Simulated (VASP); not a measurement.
Wanted: the native input for a VASP 6.6.1 run.

* Task: single point
* Functional: PBE
* Potentials or basis: VASP PAW PBE potentials, release 64 (Sc_sv, Nb_sv)
* Cutoff: 520 eV
* k mesh: 15 × 15 × 8
* Occupations: gaussian, width 0.1 eV
* Spin: no spin polarisation
* Dipole correction: no
* Further INCAR settings: ALGO = Normal; EDIFF = 1e-06; NBANDS = 19

The structure of ScNb lies in POSCAR:

```
ScNb
1.0
    3.1141735114      0.0000000000      0.0000000000
   -1.5570867557      2.6969533726      0.0000000000
    0.0000000000      0.0000000000      5.4568184710
Sc Nb
1 1
Direct
    0.0000000000      0.0000000000      0.0000000000
    0.3333333300      0.6666666700      0.5000000000
```

This cell differs from its parent crystal: functional PBE, strained.

These files were run (other wordings do the same):

INCAR

```
  ALGO = Normal
  EDIFF = 1E-6
  ENCUT = 520
  GGA = PE
  ISIF = 2
  ISMEAR = 0
  LASPH = T
  LCHARG = F
  LREAL = F
  LWAVE = F
  NBANDS = 19
  NELM = 100
  PREC = Accurate
  SIGMA = 0.1
```

KPOINTS

```
k-points
0
Gamma
  15 15 8
```

Potentials or basis: VASP PAW PBE potentials, release 64 (Sc_sv, Nb_sv).

Launch:

```bash
$ cat potpaw_PBE.64/Sc_sv/POTCAR potpaw_PBE.64/Nb_sv/POTCAR > POTCAR
$ mpirun -np 1 vasp_std > vasp.out
```

It gave:

```
Pressure               : -8.9 GPa
Band gap on the k mesh : zero (band 12 reaches 6.83 eV, above the bottom of band 13 at 5.87 eV)
```

Caveat: the cell differs from its parent crystal (functional PBE, strained).

Run time: 43 s on 1 thread of Intel(R) Xeon(R) Platinum 8559C (Emerald Rapids), on a shared host, peak memory 0.25 GiB.
